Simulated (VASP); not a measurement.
# BeZnF4 (F-43m) in VASP: density of states with PBEsol

Aim: the density of states of BeZnF4 with PBEsol.

Everything below comes from runs of VASP 6.6.1. Logs are shortened: lines on timing, memory, paths and dates and some standing lists are left out, and cuts for length are marked.

## Step 1: The cell of the first run

Symmetry: F-43m, No. 216, cubic system. The conventional cell has a = 8.031 Å, b = 8.031 Å, c = 8.031 Å, α = 90.00°, β = 90.00°, γ = 90.00°. Be (site symmetry -43m) has 4 F at 1.56 Å within 2.1 Å. Within 2.5 Å of Zn (site symmetry -43m) lie 4 F at 1.92 Å. F (site symmetry 3m) has 1 Be at 1.56 Å and 1 Zn at 1.92 Å within 2.1 Å.

## Step 2: Density of states, PBEsol

POSCAR

```
BeZnF4
1.0
    0.0000000000      4.0157261419      4.0157261419
    4.0157261419      0.0000000000      4.0157261419
    4.0157261419      4.0157261419      0.0000000000
Be Zn F
1 1 4
Direct
    0.7500000000      0.7500000000      0.7500000000
    0.5000000000      0.5000000000      0.5000000000
    0.0869956261      0.6376681246      0.6376681246
    0.6376681246      0.0869956261      0.6376681246
    0.6376681246      0.6376681246      0.0869956261
    0.6376681246      0.6376681246      0.6376681246
```

INCAR.step1

```
SYSTEM = BeZnF4
ALGO     = Normal         ! electronic algorithm
EDIFF    = 1E-7           ! SCF threshold, eV
ENCUT    = 520            ! plane-wave cutoff, eV
GGA      = PS             ! functional
ISIF     = 2              ! what is computed and relaxed
ISMEAR   = 0              ! smearing method
LASPH    = .TRUE.         ! aspherical terms in the spheres
LCHARG   = .TRUE.         ! write CHGCAR
LREAL    = .FALSE.        ! projectors in reciprocal space
LWAVE    = .FALSE.        ! write WAVECAR
NBANDS   = 30             ! bands
NELM     = 100            ! most SCF steps
PREC     = Accurate       ! precision mode
SIGMA    = 0.02           ! smearing width, eV
```

KPOINTS.step1

```
k-points
0
G
  6 6 6
  0 0 0
```

INCAR.step2

```
SYSTEM = BeZnF4
ALGO     = Normal         ! electronic algorithm
EDIFF    = 1E-7           ! SCF threshold, eV
ENCUT    = 520            ! plane-wave cutoff, eV
GGA      = PS             ! functional
ICHARG   = 11             ! starting density
ISIF     = 2              ! what is computed and relaxed
ISMEAR   = -5             ! smearing method
LASPH    = .TRUE.         ! aspherical terms in the spheres
LCHARG   = .FALSE.        ! write CHGCAR
LORBIT   = 11             ! projections on sites
LREAL    = .FALSE.        ! projectors in reciprocal space
LWAVE    = .FALSE.        ! write WAVECAR
NBANDS   = 30             ! bands
NEDOS    = 2001           ! points of the DOS
NELM     = 100            ! most SCF steps
PREC     = Accurate       ! precision mode
SIGMA    = 0.02           ! smearing width, eV
```

KPOINTS.step2

```
k-points
0
G
  9 9 9
  0 0 0
```

Potentials or basis: VASP PAW PBE potentials, release 64 (Be, Zn, F).

On the command line:

```bash
> cat potpaw_PBE.64/Be/POTCAR potpaw_PBE.64/Zn/POTCAR potpaw_PBE.64/F/POTCAR > POTCAR
> cp INCAR.step1 INCAR
> cp KPOINTS.step1 KPOINTS
> mpirun -np 1 vasp_std > vasp.out
> cp INCAR.step2 INCAR
> cp KPOINTS.step2 KPOINTS
> mpirun -np 1 vasp_std > vasp.out
```

OUTCAR:

```text
SYSTEM = BeZnF4
   EDIFF = 1E-7
   ENCUT = 520
   GGA = PS
   ICHARG = 11
   ISIF = 2
   ISMEAR = -5
   LASPH = .TRUE.
   LORBIT = 11
   LREAL = .FALSE.
   NELM = 100
   PREC = Accurate

 ion  position               nearest neighbor table
   1  0.750  0.750  0.750-   3 1.56   4 1.56   5 1.56   6 1.56
   2  0.500  0.500  0.500-   6 1.92   4 1.92   5 1.92   3 1.92
   3  0.087  0.638  0.638-   1 1.56   2 1.92
   4  0.638  0.087  0.638-   1 1.56   2 1.92
   5  0.638  0.638  0.087-   1 1.56   2 1.92
   6  0.638  0.638  0.638-   1 1.56   2 1.92

  LATTYP: Found a face centered cubic cell.
 ALAT       =     8.0314522838

  Lattice vectors:

 A1 = (   0.0000000000,   4.0157261419,   4.0157261419)
 A2 = (   4.0157261419,   0.0000000000,   4.0157261419)
 A3 = (   4.0157261419,   4.0157261419,   0.0000000000)

Analysis of symmetry for initial positions (statically):
=====================================================================
 Subroutine PRICEL returns:
 Original cell was already a primitive cell.

 Routine SETGRP: Setting up the symmetry group for a
 face centered cubic supercell.

 Subroutine GETGRP returns: Found 24 space group operations
 (whereof 24 operations were pure point group operations)
 out of a pool of 48 trial point group operations.

The static configuration has the point symmetry T_d .

Analysis of symmetry for dynamics (positions and initial velocities):
=====================================================================
 Subroutine PRICEL returns:
 Original cell was already a primitive cell.

 Routine SETGRP: Setting up the symmetry group for a
 face centered cubic supercell.

 Subroutine GETGRP returns: Found 24 space group operations
 (whereof 24 operations were pure point group operations)
 out of a pool of 48 trial point group operations.

The dynamic configuration has the point symmetry T_d .

 Subroutine INISYM returns: Found 24 space group operations
 (whereof 24 operations are pure point group operations),
 and found     1 'primitive' translations

----------------------------------------------------------------------------------------

                                     Primitive cell

  volume of cell :     129.5157

  direct lattice vectors                    reciprocal lattice vectors
     0.000000000  4.015726142  4.015726142    -0.124510483  0.124510483  0.124510483
     4.015726142  0.000000000  4.015726142     0.124510483 -0.124510483  0.124510483
     4.015726142  4.015726142  0.000000000     0.124510483  0.124510483 -0.124510483

  length of vectors
     5.679094373  5.679094373  5.679094373     0.215658482  0.215658482  0.215658482

  position of ions in fractional coordinates (direct lattice)
     0.750000000  0.750000000  0.750000000
     0.500000000  0.500000000  0.500000000
     0.086995626  0.637668125  0.637668125
     0.637668125  0.086995626  0.637668125
     0.637668125  0.637668125  0.086995626
     0.637668125  0.637668125  0.637668125

  ion indices of the primitive-cell ions
   primitive index   ion index
                 1           1
                 2           2
                 3           3
                 4           4
                 5           5
                 6           6

----------------------------------------------------------------------------------------

 KPOINTS: k-points

Automatic generation of k-mesh.
 Grid dimensions read from file:
 generate k-points for:    9    9    9

 Generating k-lattice:

  Cartesian coordinates                     Fractional coordinates (reciprocal lattice)
    -0.013834498  0.013834498  0.013834498     0.111111111  0.000000000  0.000000000
     0.013834498 -0.013834498  0.013834498     0.000000000  0.111111111  0.000000000
     0.013834498  0.013834498 -0.013834498     0.000000000  0.000000000  0.111111111

  Length of vectors
     0.023962054  0.023962054  0.023962054

  Shift w.r.t. Gamma in fractional coordinates (k-lattice)
     0.000000000  0.000000000  0.000000000

 TETIRR: Found    115 inequivalent tetrahedra from     4374

 Subroutine IBZKPT returns following result:
 ===========================================

 Found     35 irreducible k-points:

 Following reciprocal coordinates:
            Coordinates               Weight
  0.000000  0.000000  0.000000      1.000000
  0.111111  0.000000  0.000000      8.000000
  0.222222  0.000000  0.000000      8.000000
  0.333333  0.000000  0.000000      8.000000
  0.444444  0.000000  0.000000      8.000000
  0.111111  0.111111  0.000000      6.000000
[... 16 lines left out ...]
 -0.333333  0.333333  0.000000     12.000000
  0.444444  0.444444  0.000000      6.000000
 [... further k-points ...]
   k-points           NKPTS =     35   k-points in BZ     NKDIM =     35   number of bands    NBANDS=     30
   number of dos      NEDOS =   2001   number of ions     NIONS =      6
   total plane-waves  NPLWV =  74088
   dimension x,y,z NGX =    42 NGY =   42 NGZ =   42
   dimension x,y,z NGXF=    84 NGYF=   84 NGZF=   84
   ions per type =               1   1   4
   NGX,Y,Z   is equivalent  to a cutoff of  12.29, 12.29, 12.29 a.u.
   NGXF,Y,Z  is equivalent  to a cutoff of  24.59, 24.59, 24.59 a.u.
 SYSTEM =  BeZnF4
   PREC   = accura    normal or accurate (medium, high low for compatibility)
   ISTART =      0    job   : 0-new  1-cont  2-samecut
   ICHARG =     11    charge: 1-file 2-atom 10-const
   ISPIN  =      1    spin polarized calculation?
   LNONCOLLINEAR =      F non collinear calculations
   LSORBIT =      F    spin-orbit coupling
   LASPH  =      T    aspherical Exc in radial PAW
   ENCUT  =  520.0 eV  38.22 Ry    6.18 a.u.  10.56 10.56 10.56*2*pi/ulx,y,z
   NELM   =    100;   NELMIN=  2; NELMDL=  0     # of ELM steps
   EDIFF  = 0.1E-06   stopping-criterion for ELM
   LREAL  =      F    real-space projection
   EDIFFG = 0.1E-05   stopping-criterion for IOM
   NSW    =      0    number of steps for IOM
   IBRION =     -1    ionic relax: 0-MD 1-quasi-New 2-CG
   NFREE  =      0    steps in history (QN), initial steepest desc. (CG)
   ISIF   =      2    stress and relaxation
   ISYM   =      2    0-nonsym 1-usesym 2-fastsym
   POTIM  = 0.5000    time-step for ionic-motion
   TEBEG  =    0.0;   TEEND  =   0.0 temperature during run
   PSTRESS=    0.0 pullay stress
   NELECT =      42.0000    total number of electrons
   NUPDOWN=      -1.0000    fix difference up-down
   EMIN   =  10.00;   EMAX   =-10.00  energy-range for DOS
   EFERMI =   0.00;   METHOD = LEGACY
   ISMEAR =    -5;   SIGMA  =   0.02  broadening in eV -4-tet -1-fermi 0-gaus
   EFERMI_NEDOS =   21; number of points for ismear=-14 and -15
   IALGO  =     38    algorithm
   IMIX   =      4    mixing-type and parameters
     AMIX     =   0.40;   BMIX     =  1.00
     AMIX_MAG =   1.60;   BMIX_MAG =  1.00
  volume/ion in A,a.u.               =      21.59       145.67
  Fermi-wavevector in a.u.,A,eV,Ry     =   1.124736  2.125442 17.211786  1.265031
  Thomas-Fermi vector in A             =   2.261409
   LORBIT       =     11    0 simple, 1 ext, 2 COOP (PROOUT), +10 PAW based schemes
   GGA     = PS    functional components
   LHFCALC =     F    Hartree Fock is set to
   AEXX    =    0.0000 exact exchange contribution
   IVDW    =     0    specifies the selected vdW correction
   LEPSILON=     F    determine dielectric tensor
   LRPA    =     F    only Hartree local field effects (RPA)
 non-spin polarized calculation
 Fermi weights with tetrahedron method with Bloechl corrections
  energy-cutoff  :      520.00
  volume of cell :      129.52
 maximum number of plane-waves:      3511

 number of electron      42.0000024 magnetization

 Free energy of the ion-electron system (eV)
  ---------------------------------------------------
  ext. energy  EPLUGINS =         0.00000000
  ---------------------------------------------------
  free energy    TOTEN  =       -29.47214113 eV

  energy without entropy =      -29.47214113  energy(sigma->0) =      -29.47214113

 E-fermi :  -5.6271     XC(G=0):  -6.1787

 val. band max:       -5.6325665913   @ k =  -0.2222   0.2222   0.0000
 cond. band min:       0.2610324740   @ k =   0.0000   0.0000   0.0000
 fundamental gap:      5.8935990653
 Fermi energy:        -5.6271101292

 k-point     1 :       0.0000    0.0000    0.0000
  band No.  band energies     occupation
      1     -26.0820      2.00000
      2     -25.5376      2.00000
      3     -25.5376      2.00000
      4     -25.5376      2.00000
      5     -10.5974      2.00000
      6      -9.5382      2.00000
[... 22 lines left out ...]
     29       7.8633      0.00000
     30       8.7294      0.00000

 k-point     2 :       0.1111    0.0000    0.0000
  band No.  band energies     occupation
      1     -26.0744      2.00000
      2     -25.5464      2.00000
      3     -25.5378      2.00000
      4     -25.5378      2.00000
      5     -10.5747      2.00000
      6      -9.5562      2.00000
[... 22 lines left out ...]
     29       7.8535      0.00000
     30       8.8429      0.00000

 k-point     3 :       0.2222    0.0000    0.0000
  band No.  band energies     occupation
      1     -26.0539      2.00000
      2     -25.5696      2.00000
      3     -25.5380      2.00000
      4     -25.5380      2.00000
      5     -10.5140      2.00000
      6      -9.6042      2.00000
[... 22 lines left out ...]
     29       7.8155      0.00000
     30       9.1073      0.00000

 k-point     4 :       0.3333    0.0000    0.0000
  band No.  band energies     occupation
      1     -26.0280      2.00000
      2     -25.5985      2.00000
      3     -25.5382      2.00000
      4     -25.5382      2.00000
      5     -10.4376      2.00000
      6      -9.6649      2.00000
[... 22 lines left out ...]
     29       7.7606      0.00000
     30       9.5750      0.00000

 k-point     5 :       0.4444    0.0000    0.0000
  band No.  band energies     occupation
      1     -26.0090      2.00000
      2     -25.6194      2.00000
      3     -25.5384      2.00000
      4     -25.5384      2.00000
      5     -10.3815      2.00000
      6      -9.7102      2.00000
[... 22 lines left out ...]
     29       7.7221      0.00000
     30      10.1895      0.00000
[... 526 lines left out ...]
     29       8.7151      0.00000
     30       9.2820      0.00000

 k-point    22 :      -0.4444    0.3333    0.0000
  band No.  band energies     occupation
      1     -25.9780      2.00000
      2     -25.6522      2.00000
      3     -25.5391      2.00000
      4     -25.5389      2.00000
      5     -10.2953      2.00000
      6      -9.7247      2.00000
[... 22 lines left out ...]
     29       8.7953      0.00000
     30       9.6157      0.00000

 k-point    23 :      -0.3333    0.3333    0.0000
  band No.  band energies     occupation
      1     -25.9818      2.00000
      2     -25.6484      2.00000
      3     -25.5394      2.00000
      4     -25.5388      2.00000
      5     -10.3053      2.00000
      6      -9.7143      2.00000
[... 22 lines left out ...]
     29       8.8527      0.00000
     30       9.4424      0.00000

 k-point    24 :       0.4444    0.4444    0.0000
  band No.  band energies     occupation
      1     -25.9769      2.00000
      2     -25.6531      2.00000
      3     -25.5390      2.00000
      4     -25.5390      2.00000
      5     -10.2932      2.00000
      6      -9.7356      2.00000
[... 22 lines left out ...]
     29       9.0080      0.00000
     30       9.6594      0.00000

 [... further k-points ...]
[... 5 lines left out ...]
  --------------------------------------------------------------------------------------
  -------------------------------------------------------------------------------------
  Total       -1.2085005     -1.2085005     -1.2085005      0.0000000     -0.0000000     -0.0000000
  in kB      -14.9497917    -14.9497917    -14.9497917      0.0000000     -0.0000000     -0.0000000
  external PRESSURE =     -14.9497917 kB  Pullay stress =       0.0000000 kB

 VOLUME and BASIS-vectors are now :
 -----------------------------------------------------------------------------
  energy-cutoff  :      520.00
  volume of cell :      129.52
      direct lattice vectors                 reciprocal lattice vectors
     0.000000000  4.015726142  4.015726142    -0.124510483  0.124510483  0.124510483
     4.015726142  0.000000000  4.015726142     0.124510483 -0.124510483  0.124510483
     4.015726142  4.015726142  0.000000000     0.124510483  0.124510483 -0.124510483

 POSITION                                       TOTAL-FORCE (eV/Angst)
 -----------------------------------------------------------------------------------
      6.02359      6.02359      6.02359        -0.000000      0.000000      0.000000
      4.01573      4.01573      4.01573        -0.000000      0.000000      0.000000
      5.12140      2.91005      2.91005        -0.052417      0.052417      0.052417
      2.91005      5.12140      2.91005         0.052417     -0.052417      0.052417
      2.91005      2.91005      5.12140         0.052417      0.052417     -0.052417
      5.12140      5.12140      5.12140        -0.052417     -0.052417     -0.052417
 -----------------------------------------------------------------------------------
    total drift:                                0.000002      0.000002      0.000001

  FREE ENERGIE OF THE ION-ELECTRON SYSTEM (eV)
  ---------------------------------------------------
  free  energy   TOTEN  =       -29.4721411287 eV

  energy  without entropy=      -29.4721411287  energy(sigma->0) =      -29.47214113

 total charge

# of ion       s       p       d       tot
------------------------------------------
    1        0.409   0.794   0.000   1.203
    2        0.342   0.399   9.946  10.687
    3        1.725   4.404   0.000   6.129
    4        1.725   4.404   0.000   6.129
    5        1.725   4.404   0.000   6.129
    6        1.725   4.404   0.000   6.129
--------------------------------------------------
tot          7.650  18.808   9.946  36.404
```

Wall time 1.8 min (1 thread of AMD EPYC 9R14 (Zen 4), shared host); peak memory 0.28 GiB.

Results:

| Item | Value |
| --- | --- |
| Valence electrons inside the program's atomic spheres | Be 1.20; Zn 10.69; F 6.13 |

Caveat: the PAW data sets were made with another functional, which shifts forces and pressure a little.
